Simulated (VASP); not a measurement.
# Sc (P6/mmm) in VASP: further runs

Runs on Sc. Level: LDA. Tasks: single point.

All numbers are computed with VASP 6.6.1; they aren't measurements. Logs are shortened: lines on timing, memory, paths and dates and some standing lists are left out, and cuts for length are marked.

## Step 1: The cell of the first run

The structure is hexagonal, space group P6/mmm (No. 191). Conventional cell: a = 3.934 Å, b = 3.934 Å, c = 2.129 Å, α = 90.00°, β = 90.00°, γ = 120.00°. Sc (site symmetry 6/mmm) has 14 Sc at 2.13 to 2.51 Å within 2.8 Å. Sc (site symmetry -6m2) has 11 Sc at 2.13 to 2.51 Å within 2.8 Å.

This isn't the form of Sc at room conditions, which is hcp.

## Step 2: Single point, LDA

File INCAR:

```
  PREC = Accurate
  ENCUT = 520
  EDIFF = 1E-7
  ISMEAR = -1
  SIGMA = 0.05
  LREAL = False
  LASPH = True
  NELM = 100
  ALGO = Normal
  ISIF = 2
  LWAVE = False
  LCHARG = False
  NBANDS = 24
```

File KPOINTS:

```
regular mesh
0
Gamma
  10 10 13
```

File POSCAR:

```
Sc
1.0
    3.9344900803      0.0000000000      0.0000000000
   -1.9672450402      3.4073683605      0.0000000000
    0.0000000000      0.0000000000      2.1286132923
Sc
3
Direct
    0.0000000000      0.0000000000      0.0000000000
    0.3333333333      0.6666666667      0.5000000000
    0.6666666667      0.3333333333      0.5000000000
```

Potentials or basis: VASP PAW LDA potentials, release 64 (Sc_sv).

The run is started by

```console
cat potpaw_LDA.64/Sc_sv/POTCAR > POTCAR
mpirun -np 1 vasp_std > vasp.out
```

OUTCAR:

```text
PREC = Accurate
   ENCUT = 520
   EDIFF = 1E-7
   ISMEAR = -1
   LREAL = False
   LASPH = True
   NELM = 100
   ISIF = 2

 ion  position               nearest neighbor table
   1  0.000  0.000  0.000-   2 2.51   3 2.51   2 2.51   3 2.51   3 2.51   3 2.51   2 2.51   2 2.51
                             3 2.51   3 2.51   2 2.51   2 2.51
   2  0.333  0.667  0.500-   3 2.27   3 2.27   3 2.27   1 2.51   1 2.51   1 2.51   1 2.51   1 2.51
                             1 2.51   3 3.11   3 3.11   3 3.11   3 3.11   3 3.11   3 3.11
   3  0.667  0.333  0.500-   2 2.27   2 2.27   2 2.27   1 2.51   1 2.51   1 2.51   1 2.51   1 2.51
                             1 2.51   2 3.11   2 3.11   2 3.11   2 3.11   2 3.11   2 3.11

  LATTYP: Found a hexagonal cell.
 ALAT       =     3.9344900803
 C/A-ratio  =     0.5410137652

  Lattice vectors:

 A1 = (   3.9344900803,   0.0000000000,   0.0000000000)
 A2 = (  -1.9672450402,   3.4073683605,   0.0000000000)
 A3 = (   0.0000000000,   0.0000000000,   2.1286132923)

Analysis of symmetry for initial positions (statically):
=====================================================================
 Subroutine PRICEL returns:
 Original cell was already a primitive cell.

 Routine SETGRP: Setting up the symmetry group for a
 hexagonal supercell.

 Subroutine GETGRP returns: Found 24 space group operations
 (whereof 24 operations were pure point group operations)
 out of a pool of 24 trial point group operations.

The static configuration has the point symmetry D_6h.

Analysis of symmetry for dynamics (positions and initial velocities):
=====================================================================
 Subroutine PRICEL returns:
 Original cell was already a primitive cell.

 Routine SETGRP: Setting up the symmetry group for a
 hexagonal supercell.

 Subroutine GETGRP returns: Found 24 space group operations
 (whereof 24 operations were pure point group operations)
 out of a pool of 24 trial point group operations.

The dynamic configuration has the point symmetry D_6h.

 Subroutine INISYM returns: Found 24 space group operations
 (whereof 24 operations are pure point group operations),
 and found     1 'primitive' translations

----------------------------------------------------------------------------------------

                                     Primitive cell

  volume of cell :      28.5367

  direct lattice vectors                    reciprocal lattice vectors
     3.934490080  0.000000000  0.000000000     0.254162542  0.146740812  0.000000000
    -1.967245040  3.407368361  0.000000000     0.000000000  0.293481624  0.000000000
     0.000000000  0.000000000  2.128613292     0.000000000  0.000000000  0.469789418

  length of vectors
     3.934490080  3.934490080  2.128613292     0.293481624  0.293481624  0.469789418

  position of ions in fractional coordinates (direct lattice)
     0.000000000  0.000000000  0.000000000
     0.333333333  0.666666667  0.500000000
     0.666666667  0.333333333  0.500000000

  ion indices of the primitive-cell ions
   primitive index   ion index
                 1           1
                 2           2
                 3           3

----------------------------------------------------------------------------------------

 KPOINTS: regular mesh

Automatic generation of k-mesh.
 Grid dimensions read from file:
 generate k-points for:   10   10   13

 Generating k-lattice:

  Cartesian coordinates                     Fractional coordinates (reciprocal lattice)
     0.025416254  0.014674081  0.000000000     0.100000000  0.000000000  0.000000000
     0.000000000  0.029348162  0.000000000     0.000000000  0.100000000  0.000000000
     0.000000000  0.000000000  0.036137648     0.000000000  0.000000000  0.076923077

  Length of vectors
     0.029348162  0.029348162  0.036137648

  Shift w.r.t. Gamma in fractional coordinates (k-lattice)
     0.000000000  0.000000000  0.000000000

 Subroutine IBZKPT returns following result:
 ===========================================

 Found     98 irreducible k-points:

 Following reciprocal coordinates:
            Coordinates               Weight
  0.000000  0.000000  0.000000      1.000000
  0.100000  0.000000  0.000000      6.000000
  0.200000  0.000000  0.000000      6.000000
  0.300000  0.000000  0.000000      6.000000
  0.400000  0.000000  0.000000      6.000000
  0.500000  0.000000  0.000000      3.000000
[... 16 lines left out ...]
  0.300000  0.100000  0.076923     24.000000
  0.400000  0.100000  0.076923     24.000000
 [... further k-points ...]
   k-points           NKPTS =     98   k-points in BZ     NKDIM =     98   number of bands    NBANDS=     24
   number of dos      NEDOS =    301   number of ions     NIONS =      3
   total plane-waves  NPLWV =  14400
   dimension x,y,z NGX =    30 NGY =   30 NGZ =   16
   dimension x,y,z NGXF=    60 NGYF=   60 NGZF=   32
   ions per type =               3
   NGX,Y,Z   is equivalent  to a cutoff of  12.68, 12.68, 12.50 a.u.
   NGXF,Y,Z  is equivalent  to a cutoff of  25.35, 25.35, 24.99 a.u.
 SYSTEM =  unknown system
   PREC   = accura    normal or accurate (medium, high low for compatibility)
   ISTART =      0    job   : 0-new  1-cont  2-samecut
   ICHARG =      2    charge: 1-file 2-atom 10-const
   ISPIN  =      1    spin polarized calculation?
   LNONCOLLINEAR =      F non collinear calculations
   LSORBIT =      F    spin-orbit coupling
   LASPH  =      T    aspherical Exc in radial PAW
   ENCUT  =  520.0 eV  38.22 Ry    6.18 a.u.   7.32  7.32  3.96*2*pi/ulx,y,z
   NELM   =    100;   NELMIN=  2; NELMDL= -5     # of ELM steps
   EDIFF  = 0.1E-06   stopping-criterion for ELM
   LREAL  =      F    real-space projection
   EDIFFG = 0.1E-05   stopping-criterion for IOM
   NSW    =      0    number of steps for IOM
   IBRION =     -1    ionic relax: 0-MD 1-quasi-New 2-CG
   NFREE  =      0    steps in history (QN), initial steepest desc. (CG)
   ISIF   =      2    stress and relaxation
   ISYM   =      2    0-nonsym 1-usesym 2-fastsym
   POTIM  = 0.5000    time-step for ionic-motion
   TEBEG  =    0.0;   TEEND  =   0.0 temperature during run
   PSTRESS=    0.0 pullay stress
   NELECT =      33.0000    total number of electrons
   NUPDOWN=      -1.0000    fix difference up-down
   EMIN   =  10.00;   EMAX   =-10.00  energy-range for DOS
   EFERMI =   0.00;   METHOD = LEGACY
   ISMEAR =    -1;   SIGMA  =   0.05  broadening in eV -4-tet -1-fermi 0-gaus
   EFERMI_NEDOS =   21; number of points for ismear=-14 and -15
   IALGO  =     38    algorithm
   IMIX   =      4    mixing-type and parameters
     AMIX     =   0.40;   BMIX     =  1.00
     AMIX_MAG =   1.60;   BMIX_MAG =  1.00
  volume/ion in A,a.u.               =       9.51        64.19
  Fermi-wavevector in a.u.,A,eV,Ry     =   1.718349  3.247209 40.174239  2.952723
  Thomas-Fermi vector in A             =   2.795179
   LORBIT       =      0    0 simple, 1 ext, 2 COOP (PROOUT), +10 PAW based schemes
   GGA     = CA    functional components
   LHFCALC =     F    Hartree Fock is set to
   AEXX    =    0.0000 exact exchange contribution
   IVDW    =     0    specifies the selected vdW correction
   LEPSILON=     F    determine dielectric tensor
   LRPA    =     F    only Hartree local field effects (RPA)
 non-spin polarized calculation
  energy-cutoff  :      520.00
  volume of cell :       28.54
 maximum number of plane-waves:       784
 NGX is ok and might be reduce to    30
   NGX = 15   NGY = 15   NGZ =  7

 number of electron      33.0000016 magnetization

 Free energy of the ion-electron system (eV)
  ---------------------------------------------------
  ext. energy  EPLUGINS =         0.00000000
  ---------------------------------------------------
  free energy    TOTEN  =        -8.51089749 eV

  energy without entropy =       -8.49701368  energy(sigma->0) =       -8.50395558

 E-fermi :  11.2732     XC(G=0): -14.8628

 val. band max:       11.2652025649   @ k =   0.2000   0.2000   0.1538
 cond. band min:      11.2865510577   @ k =   0.3000   0.3000   0.3077
 fundamental gap:      0.0213484928
 Fermi energy:        11.2732410598

 k-point     1 :       0.0000    0.0000    0.0000
  band No.  band energies     occupation
      1     -37.9372      2.00000
      2     -36.0237      2.00000
      3     -35.9845      2.00000
      4     -17.2494      2.00000
      5     -17.2494      2.00000
      6     -16.7634      2.00000
[... 16 lines left out ...]
     23      17.6234      0.00000
     24      17.6506      0.00000

 k-point     2 :       0.1000    0.0000    0.0000
  band No.  band energies     occupation
      1     -37.8891      2.00000
      2     -36.0508      2.00000
      3     -36.0198      2.00000
      4     -17.5535      2.00000
      5     -17.4693      2.00000
      6     -16.4006      2.00000
[... 16 lines left out ...]
     23      17.1778      0.00000
     24      17.2484      0.00000

 k-point     3 :       0.2000    0.0000    0.0000
  band No.  band energies     occupation
      1     -37.7492      2.00000
      2     -36.1548      2.00000
      3     -36.0936      2.00000
      4     -17.9376      2.00000
      5     -17.5888      2.00000
      6     -15.8457      2.00000
[... 16 lines left out ...]
     23      16.7632      0.00000
     24      17.0619      0.00000
[... 514 lines left out ...]
 k-point    23 :       0.3000    0.1000    0.0769
  band No.  band energies     occupation
      1     -37.2828      2.00000
      2     -36.3931      2.00000
      3     -36.1609      2.00000
      4     -18.1533      2.00000
      5     -17.3106      2.00000
      6     -15.2407      2.00000
[... 16 lines left out ...]
     23      16.6064      0.00000
     24      17.0080      0.00000

 k-point    24 :       0.4000    0.1000    0.0769
  band No.  band energies     occupation
      1     -37.0082      2.00000
      2     -36.6581      2.00000
      3     -36.1974      2.00000
      4     -18.2662      2.00000
      5     -16.8068      2.00000
      6     -16.0210      2.00000
[... 16 lines left out ...]
     23      17.3533      0.00000
     24      17.5973      0.00000

 [... further k-points ...]

------------------------ aborting loop because EDIFF is reached ----------------------------------------

  FORCE on cell =-STRESS in cart. coord.  units (eV):
  Direction    XX          YY          ZZ          XY          YZ          ZX
  --------------------------------------------------------------------------------------
  -------------------------------------------------------------------------------------
  Total       29.3669882     29.3669882     30.1362186     -0.0000000      0.0000000      0.0000000
  in kB     1648.7912753   1648.7912753   1691.9792351     -0.0000000      0.0000000      0.0000000
  external PRESSURE =    1663.1872619 kB  Pullay stress =       0.0000000 kB

 VOLUME and BASIS-vectors are now :
 -----------------------------------------------------------------------------
  energy-cutoff  :      520.00
  volume of cell :       28.54
      direct lattice vectors                 reciprocal lattice vectors
     3.934490080  0.000000000  0.000000000     0.254162542  0.146740812  0.000000000
    -1.967245040  3.407368361  0.000000000     0.000000000  0.293481624  0.000000000
     0.000000000  0.000000000  2.128613292     0.000000000  0.000000000  0.469789418

 POSITION                                       TOTAL-FORCE (eV/Angst)
 -----------------------------------------------------------------------------------
      0.00000      0.00000      0.00000        -0.000000      0.000000      0.000000
     -0.00000      2.27158      1.06431         0.000000      0.000000      0.000000
      1.96725      1.13579      1.06431        -0.000000      0.000000      0.000000
 -----------------------------------------------------------------------------------
    total drift:                               -0.000000      0.000000      0.000000

  FREE ENERGIE OF THE ION-ELECTRON SYSTEM (eV)
  ---------------------------------------------------
  free  energy   TOTEN  =        -8.5108974907 eV

  energy  without entropy=       -8.4970136777  energy(sigma->0) =       -8.50395558
```

Wall time 74 s (1 thread of Intel Xeon Platinum 8259CL at 2.50GHz (Skylake/Cascade Lake), shared host); peak memory 0.16 GiB.

Results:

| Quantity | Value |
| --- | --- |
| Free energy | -8.5109 eV |
| Pressure | 166.3 GPa |
| Band gap on the k mesh | zero (an odd number of electrons rules out a gap without spin polarisation) |

Stress tensor (GPa, compression positive):
```
164.88   0.00   0.00
  0.00 164.88   0.00
  0.00   0.00 169.20
```

Caveat: the cell stands under pressure.

## Step 3: Single point, LDA

File INCAR:

```
SYSTEM = Sc
PREC = Accurate ; ENCUT = 520
EDIFF = 1E-6 ; ISMEAR = -1
SIGMA = 0.05 ; LREAL = .FALSE.
LASPH = .TRUE. ; NELM = 100
ALGO = Normal ; ISIF = 2
LWAVE = .FALSE. ; LCHARG = .FALSE.
NBANDS = 24
```

File KPOINTS:

```
regular mesh
0
G
  10 10 13
  0 0 0
```

File POSCAR:

```
Sc
1.0
    3.9317751357      0.0000000000      0.0000000000
   -1.9658875679      3.4050171495      0.0000000000
    0.0000000000      0.0000000000      2.1311399635
Sc
3
Direct
    0.0000000000      0.0000000000      0.0000000000
    0.3333333333      0.6666666667      0.5000000000
    0.6666666667      0.3333333333      0.5000000000
```

Potentials or basis: VASP PAW LDA potentials, release 64 (Sc_sv).

The run is started by

```console
cat potpaw_LDA.64/Sc_sv/POTCAR > POTCAR
mpirun -np 1 vasp_std > vasp.out
```

It took 80 s on 1 thread of Intel Xeon Platinum 8259CL at 2.50GHz (Skylake/Cascade Lake), shared host; peak memory 0.16 GiB.

Results (log left out):

```yaml
Free_energy: -8.5061 eV
Pressure: 166.4 GPa
Band_gap_on_the_k_mesh: zero (an odd number of electrons rules out a gap without spin polarisation)
```

Stress tensor (GPa, compression positive):
```
165.12   0.00   0.00
  0.00 165.12   0.00
  0.00   0.00 169.04
```

Levels at points of the mesh, in eV from the Fermi level:
```
           k point  band 13  band 14  band 15  band 16  band 17  band 18  band 19  band 20  band 21  band 22
(0.00, 0.00, 0.00)    -3.46    -2.81     0.75     0.87     1.00     1.00     1.18     1.18     2.66     2.66
(0.50, 0.00, 0.00)    -3.78    -1.04    -1.00    -0.72    -0.24    -0.09     0.55     1.03     4.89     6.73
```

Caveat: the cell stands under pressure.
